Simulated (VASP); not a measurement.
# LaHg2 (P6/mmm) in VASP: electric field gradients with LDA

Aim: the electric field gradients of LaHg2 with LDA.

Program: VASP 6.6.1. These are calculated values, not measurements. Logs are shortened: lines on timing, memory, paths and dates and some standing lists are left out, and cuts for length are marked.

## (1) The cell of the first run

The structure is hexagonal, space group P6/mmm (No. 191). The conventional cell has a = 5.055 Å, b = 5.055 Å, c = 3.711 Å, α = 90.00°, β = 90.00°, γ = 120.00°. La (site symmetry 6/mmm) has 12 Hg at 3.46 Å and 2 La at 3.71 Å within 4.5 Å. Hg (site symmetry -6m2) has 5 Hg at 2.92 to 3.71 Å and 6 La at 3.46 Å within 3.8 Å.

## (2) Electric field gradients, LDA (27.38 Å³/atom)

INCAR reads:

```
PREC     = Accurate       # precision mode
ENCUT    = 520            # plane-wave cutoff, eV
EDIFF    = 1E-8           # SCF threshold, eV
ISMEAR   = -1             # smearing method
SIGMA    = 0.08           # smearing width, eV
LREAL    = False          # projectors in reciprocal space
LASPH    = True           # aspherical terms in the spheres
NELM     = 80             # most SCF steps
ALGO     = Normal         # electronic algorithm
ISIF     = 2              # what is computed and relaxed
LWAVE    = False          # write WAVECAR
LCHARG   = False          # write CHGCAR
LEFG     = True         
NBANDS   = 24             # bands
```

KPOINTS reads:

```
regular mesh
0
Gamma
  8 8 9
```

POSCAR reads:

```
LaHg2
1.0
    5.0552386287      0.0000000000      0.0000000000
   -2.5276193144      4.3779650747      0.0000000000
    0.0000000000      0.0000000000      3.7113906736
La Hg
1 2
Direct
    0.0000000000      0.0000000000      0.0000000000
    0.3333333333      0.6666666667      0.5000000000
    0.6666666667      0.3333333333      0.5000000000
```

Potentials or basis: VASP PAW LDA potentials, release 64 (La, Hg).

Started as:

```console
$ cat potpaw_LDA.64/La/POTCAR potpaw_LDA.64/Hg/POTCAR > POTCAR
$ mpirun -np 1 vasp_std > vasp.out
```

OUTCAR:

```text
PREC = Accurate
   ENCUT = 520
   EDIFF = 1E-8
   ISMEAR = -1
   LREAL = False
   LASPH = True
   NELM = 80
   ISIF = 2

 ion  position               nearest neighbor table
   1  0.000  0.000  0.000-   2 3.46   3 3.46   2 3.46   3 3.46   3 3.46   3 3.46   2 3.46   2 3.46
                             3 3.46   3 3.46   2 3.46   2 3.46
   2  0.333  0.667  0.500-   3 2.92   3 2.92   3 2.92   1 3.46   1 3.46   1 3.46   1 3.46   1 3.46
                             1 3.46
   3  0.667  0.333  0.500-   2 2.92   2 2.92   2 2.92   1 3.46   1 3.46   1 3.46   1 3.46   1 3.46
                             1 3.46

  LATTYP: Found a hexagonal cell.
 ALAT       =     5.0552386287
 C/A-ratio  =     0.7341672562

  Lattice vectors:

 A1 = (   5.0552386287,   0.0000000000,   0.0000000000)
 A2 = (  -2.5276193144,   4.3779650747,   0.0000000000)
 A3 = (   0.0000000000,   0.0000000000,   3.7113906736)

Analysis of symmetry for initial positions (statically):
=====================================================================
 Subroutine PRICEL returns:
 Original cell was already a primitive cell.

 Routine SETGRP: Setting up the symmetry group for a
 hexagonal supercell.

 Subroutine GETGRP returns: Found 24 space group operations
 (whereof 24 operations were pure point group operations)
 out of a pool of 24 trial point group operations.

The static configuration has the point symmetry D_6h.

Analysis of symmetry for dynamics (positions and initial velocities):
=====================================================================
 Subroutine PRICEL returns:
 Original cell was already a primitive cell.

 Routine SETGRP: Setting up the symmetry group for a
 hexagonal supercell.

 Subroutine GETGRP returns: Found 24 space group operations
 (whereof 24 operations were pure point group operations)
 out of a pool of 24 trial point group operations.

The dynamic configuration has the point symmetry D_6h.

 Subroutine INISYM returns: Found 24 space group operations
 (whereof 24 operations are pure point group operations),
 and found     1 'primitive' translations

----------------------------------------------------------------------------------------

                                     Primitive cell

  volume of cell :      82.1392

  direct lattice vectors                    reciprocal lattice vectors
     5.055238629  0.000000000  0.000000000     0.197814599  0.114208312  0.000000000
    -2.527619314  4.377965075  0.000000000     0.000000000  0.228416623  0.000000000
     0.000000000  0.000000000  3.711390674     0.000000000  0.000000000  0.269440781

  length of vectors
     5.055238629  5.055238629  3.711390674     0.228416623  0.228416623  0.269440781

  position of ions in fractional coordinates (direct lattice)
     0.000000000  0.000000000  0.000000000
     0.333333333  0.666666667  0.500000000
     0.666666667  0.333333333  0.500000000

  ion indices of the primitive-cell ions
   primitive index   ion index
                 1           1
                 2           2
                 3           3

----------------------------------------------------------------------------------------

 KPOINTS: regular mesh

Automatic generation of k-mesh.
 Grid dimensions read from file:
 generate k-points for:    8    8    9

 Generating k-lattice:

  Cartesian coordinates                     Fractional coordinates (reciprocal lattice)
     0.024726825  0.014276039  0.000000000     0.125000000  0.000000000  0.000000000
     0.000000000  0.028552078  0.000000000     0.000000000  0.125000000  0.000000000
     0.000000000  0.000000000  0.029937865     0.000000000  0.000000000  0.111111111

  Length of vectors
     0.028552078  0.028552078  0.029937865

  Shift w.r.t. Gamma in fractional coordinates (k-lattice)
     0.000000000  0.000000000  0.000000000

 Subroutine IBZKPT returns following result:
 ===========================================

 Found     50 irreducible k-points:

 Following reciprocal coordinates:
            Coordinates               Weight
  0.000000  0.000000  0.000000      1.000000
  0.125000  0.000000  0.000000      6.000000
  0.250000  0.000000  0.000000      6.000000
  0.375000  0.000000  0.000000      6.000000
  0.500000  0.000000  0.000000      3.000000
  0.125000  0.125000  0.000000      6.000000
[... 16 lines left out ...]
  0.250000  0.000000  0.222222     12.000000
  0.375000  0.000000  0.222222     12.000000
 [... further k-points ...]
   k-points           NKPTS =     50   k-points in BZ     NKDIM =     50   number of bands    NBANDS=     24
   number of dos      NEDOS =    301   number of ions     NIONS =      3
   total plane-waves  NPLWV =  44800
   dimension x,y,z NGX =    40 NGY =   40 NGZ =   28
   dimension x,y,z NGXF=    80 NGYF=   80 NGZF=   56
   ions per type =               1   2
   NGX,Y,Z   is equivalent  to a cutoff of  13.15, 13.15, 12.54 a.u.
   NGXF,Y,Z  is equivalent  to a cutoff of  26.31, 26.31, 25.08 a.u.
 SYSTEM =  unknown system
   PREC   = accura    normal or accurate (medium, high low for compatibility)
   ISTART =      0    job   : 0-new  1-cont  2-samecut
   ICHARG =      2    charge: 1-file 2-atom 10-const
   ISPIN  =      1    spin polarized calculation?
   LNONCOLLINEAR =      F non collinear calculations
   LSORBIT =      F    spin-orbit coupling
   LASPH  =      T    aspherical Exc in radial PAW
   ENCUT  =  520.0 eV  38.22 Ry    6.18 a.u.   9.40  9.40  6.90*2*pi/ulx,y,z
   NELM   =     80;   NELMIN=  2; NELMDL= -5     # of ELM steps
   EDIFF  = 0.1E-07   stopping-criterion for ELM
   LREAL  =      F    real-space projection
   EDIFFG = 0.1E-06   stopping-criterion for IOM
   NSW    =      0    number of steps for IOM
   IBRION =     -1    ionic relax: 0-MD 1-quasi-New 2-CG
   NFREE  =      0    steps in history (QN), initial steepest desc. (CG)
   ISIF   =      2    stress and relaxation
   ISYM   =      2    0-nonsym 1-usesym 2-fastsym
   POTIM  = 0.5000    time-step for ionic-motion
   TEBEG  =    0.0;   TEEND  =   0.0 temperature during run
   PSTRESS=    0.0 pullay stress
   NELECT =      35.0000    total number of electrons
   NUPDOWN=      -1.0000    fix difference up-down
   EMIN   =  10.00;   EMAX   =-10.00  energy-range for DOS
   EFERMI =   0.00;   METHOD = LEGACY
   ISMEAR =    -1;   SIGMA  =   0.08  broadening in eV -4-tet -1-fermi 0-gaus
   EFERMI_NEDOS =   21; number of points for ismear=-14 and -15
   IALGO  =     38    algorithm
   IMIX   =      4    mixing-type and parameters
     AMIX     =   0.40;   BMIX     =  1.00
     AMIX_MAG =   1.60;   BMIX_MAG =  1.00
  volume/ion in A,a.u.               =      27.38       184.77
  Fermi-wavevector in a.u.,A,eV,Ry     =   1.231915  2.327981 20.648390  1.517614
  Thomas-Fermi vector in A             =   2.366705
   LORBIT       =      0    0 simple, 1 ext, 2 COOP (PROOUT), +10 PAW based schemes
   GGA     = CA    functional components
   LHFCALC =     F    Hartree Fock is set to
   AEXX    =    0.0000 exact exchange contribution
   IVDW    =     0    specifies the selected vdW correction
   LEPSILON=     F    determine dielectric tensor
   LRPA    =     F    only Hartree local field effects (RPA)
 non-spin polarized calculation
  energy-cutoff  :      520.00
  volume of cell :       82.14
 maximum number of plane-waves:      2233
 NGX is ok and might be reduce to    40
   NGX = 19   NGY = 19   NGZ = 13

 number of electron      35.0000001 magnetization

 Free energy of the ion-electron system (eV)
  ---------------------------------------------------
  ext. energy  EPLUGINS =         0.00000000
  ---------------------------------------------------
  free energy    TOTEN  =        -9.22874314 eV

  energy without entropy =       -9.17427643  energy(sigma->0) =       -9.20150978

 E-fermi :   5.2723     XC(G=0): -10.6682

 val. band max:        5.2716238163   @ k =   0.2500   0.1250   0.3333
 cond. band min:       5.2953867669   @ k =   0.2500   0.0000   0.1111
 fundamental gap:      0.0237629507
 Fermi energy:         5.2722911798

 k-point     1 :       0.0000    0.0000    0.0000
  band No.  band energies     occupation
      1     -27.8125      2.00000
      2     -11.5450      2.00000
      3     -11.5450      2.00000
      4     -11.1532      2.00000
      5      -3.0426      2.00000
      6      -2.2615      2.00000
[... 16 lines left out ...]
     23       6.7412      0.00000
     24       6.7789      0.00000

 k-point     2 :       0.1250    0.0000    0.0000
  band No.  band energies     occupation
      1     -27.8120      2.00000
      2     -11.5610      2.00000
      3     -11.5465      2.00000
      4     -11.1536      2.00000
      5      -2.9338      2.00000
      6      -2.3073      2.00000
[... 16 lines left out ...]
     23       6.7468      0.00000
     24       6.7687      0.00000

 k-point     3 :       0.2500    0.0000    0.0000
  band No.  band energies     occupation
      1     -27.8106      2.00000
      2     -11.5985      2.00000
      3     -11.5502      2.00000
      4     -11.1546      2.00000
      5      -2.7415      2.00000
      6      -2.4982      2.00000
[... 16 lines left out ...]
     23       6.7539      0.00000
     24       6.7734      0.00000

 k-point     4 :       0.3750    0.0000    0.0000
  band No.  band energies     occupation
      1     -27.8093      2.00000
      2     -11.6343      2.00000
      3     -11.5539      2.00000
      4     -11.1557      2.00000
      5      -2.7741      2.00000
      6      -2.5688      2.00000
[... 16 lines left out ...]
     23       6.7700      0.00000
     24       6.8082      0.00000

 k-point     5 :       0.5000    0.0000    0.0000
  band No.  band energies     occupation
      1     -27.8088      2.00000
      2     -11.6487      2.00000
      3     -11.5554      2.00000
      4     -11.1561      2.00000
      5      -2.8348      2.00000
      6      -2.6051      2.00000
[... 451 lines left out ...]
 k-point    22 :       0.1250    0.0000    0.2222
  band No.  band energies     occupation
      1     -27.7813      2.00000
      2     -11.5345      2.00000
      3     -11.5093      2.00000
      4     -11.5022      2.00000
      5      -2.7949      2.00000
      6      -2.3373      2.00000
[... 16 lines left out ...]
     23       6.7371      0.00000
     24       6.7959      0.00000

 k-point    23 :       0.2500    0.0000    0.2222
  band No.  band energies     occupation
      1     -27.7802      2.00000
      2     -11.5498      2.00000
      3     -11.5188      2.00000
      4     -11.5080      2.00000
      5      -2.7640      2.00000
      6      -2.4859      2.00000
[... 16 lines left out ...]
     23       6.7172      0.00000
     24       6.7465      0.00000

 k-point    24 :       0.3750    0.0000    0.2222
  band No.  band energies     occupation
      1     -27.7791      2.00000
      2     -11.5753      2.00000
      3     -11.5173      2.00000
      4     -11.5139      2.00000
      5      -2.7696      2.00000
      6      -2.5856      2.00000
[... 16 lines left out ...]
     23       6.6993      0.00000
     24       6.7381      0.00000

 [... further k-points ...]
[... 5 lines left out ...]
  --------------------------------------------------------------------------------------
  -------------------------------------------------------------------------------------
  Total       -2.9852255     -2.9852255     -2.8170646      0.0000000     -0.0000000      0.0000000
  in kB      -58.2287006    -58.2287006    -54.9486162      0.0000000     -0.0000000      0.0000000
  external PRESSURE =     -57.1353391 kB  Pullay stress =       0.0000000 kB

 VOLUME and BASIS-vectors are now :
 -----------------------------------------------------------------------------
  energy-cutoff  :      520.00
  volume of cell :       82.14
      direct lattice vectors                 reciprocal lattice vectors
     5.055238629  0.000000000  0.000000000     0.197814599  0.114208312  0.000000000
    -2.527619314  4.377965075  0.000000000     0.000000000  0.228416623  0.000000000
     0.000000000  0.000000000  3.711390674     0.000000000  0.000000000  0.269440781

 POSITION                                       TOTAL-FORCE (eV/Angst)
 -----------------------------------------------------------------------------------
      0.00000      0.00000      0.00000         0.000000      0.000000      0.000000
     -0.00000      2.91864      1.85570         0.000000      0.000000     -0.000000
      2.52762      1.45932      1.85570        -0.000000      0.000000      0.000000
 -----------------------------------------------------------------------------------
    total drift:                               -0.000000      0.000000      0.000000

  FREE ENERGIE OF THE ION-ELECTRON SYSTEM (eV)
  ---------------------------------------------------
  free  energy   TOTEN  =        -9.2287431381 eV

  energy  without entropy=       -9.1742764285  energy(sigma->0) =       -9.20150978

 Electric field gradients (V/A^2)
---------------------------------------------------------------------
 ion       V_xx      V_yy      V_zz      V_xy      V_xz      V_yz
---------------------------------------------------------------------
   1     -26.369   -26.369    52.737     0.000     0.000     0.000
   2    -143.651  -143.651   287.302    -0.000     0.000    -0.000
   3    -143.651  -143.651   287.302    -0.000     0.000     0.000
---------------------------------------------------------------------

 Electric field gradients after diagonalization (V/A^2)
 (convention: |V_zz| > |V_xx| > |V_yy|)
----------------------------------------------------------------------
 ion       V_xx      V_yy      V_zz     asymmetry (V_yy - V_xx)/ V_zz
----------------------------------------------------------------------
   1     -26.369   -26.368    52.737       0.000
   2    -143.651  -143.651   287.302       0.000
   3    -143.651  -143.651   287.302       0.000
----------------------------------------------------------------------

           NMR quadrupolar parameters

 Cq : quadrupolar parameter    Cq=e*Q*V_zz/h
 eta: asymmetry parameters     (V_yy - V_xx)/ V_zz
 Q  : nuclear electric quadrupole moment in mb (millibarn)
----------------------------------------------------------------------
 ion       Cq(MHz)       eta       Q (mb)
----------------------------------------------------------------------
   1       0.128       0.000       1.000
   2       0.695       0.000       1.000
   3       0.695       0.000       1.000
----------------------------------------------------------------------
```

Run time: 1.9 min. Hardware: 1 thread of Intel Xeon Platinum 8259CL at 2.50GHz (Skylake/Cascade Lake), shared host; peak memory 0.24 GiB.

What came out:

```
Free energy                             : -9.2287 eV
Pressure                                : -5.7 GPa
Band gap on the k mesh                  : zero (an odd number of electrons rules out a gap without spin polarisation)
Largest electric field gradient by atom : La +52.7; Hg +287.3 V/Å²
```

Levels at points of the mesh, in eV from the Fermi level:
```csv
k point,band 15,band 16,band 17,band 18,band 19,band 20
"(0.00, 0.00, 0.00)",-6.74,-0.93,-0.93,-0.60,-0.18,1.23
"(0.50, 0.00, 0.00)",-5.19,-5.12,-0.45,-0.11,1.24,1.29
```

Electric field gradients, principal values (V/Å²):
```
atom     least    middle  greatest (by size)
1 La   -26.368   -26.369              52.737
2 Hg  -143.651  -143.651             287.302
3 Hg  -143.651  -143.651             287.302
```

Caveat: the cell stands under tension; without QUAD_EFG the Cq values of the log hold for a quadrupole moment of 1 mb, not for the nuclei; spin-orbit coupling is left out, which moves the levels of the heavy elements.

The gap in the log of VASP goes by the Fermi energy; the results here count the filled bands.